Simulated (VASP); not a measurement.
Runs of VASP 6.6.1 on SnO2. The structure is that of space group R-3m (No. 166), or close to it. The cells are those of the table. 

```csv
cell,gap on the mesh (eV),pressure (GPa),largest force (eV/Å)
"a = 5.207 Å, angles 39.2°, 3 atoms",0.93,(c),1.44
"a = 5.030 Å, angles 40.6°, 3 atoms",0.84,(b),1.07
"a = 4.945 Å, angles 36.6°, 3 atoms",(a),16.8,1.05
"a = 5.536 Å, angles 35.4°, 3 atoms",1.74,-19.6,1.97
"a = 4.795 Å, angles 39.4°, 3 atoms",2.46,1.5,0.58
"a = 5.563 Å, angles 36.6°, 3 atoms",1.13,-24.0,2.15
"a = 5.357 Å, angles 36.6°, 3 atoms",1.68,-18.4,1.56
"a = 5.462 Å, angles 31.6°, 3 atoms",4.06,22.5,0.08
```

Alike in all rows: task single point; level r2SCAN; potentials or basis VASP PAW PBE potentials, release 64 (Sn_d, O); no spin polarisation; k mesh 12 × 12 × 12; cutoff (eV) 520; smearing gaussian 0.05 eV.

Question: Estimate the missing entries.

Answer: (a) 3.39; (b) -22.3; (c) -23.1.

Caveats: the PAW data sets were made with another functional, which shifts forces and pressure a little; spin-orbit coupling is left out, which moves the levels of the heavy elements; the cell stands under tension (at least some runs); the cell stands under pressure (at least some runs).

A k mesh can miss the band edges, and the runs leave out spin-orbit coupling on Sn.
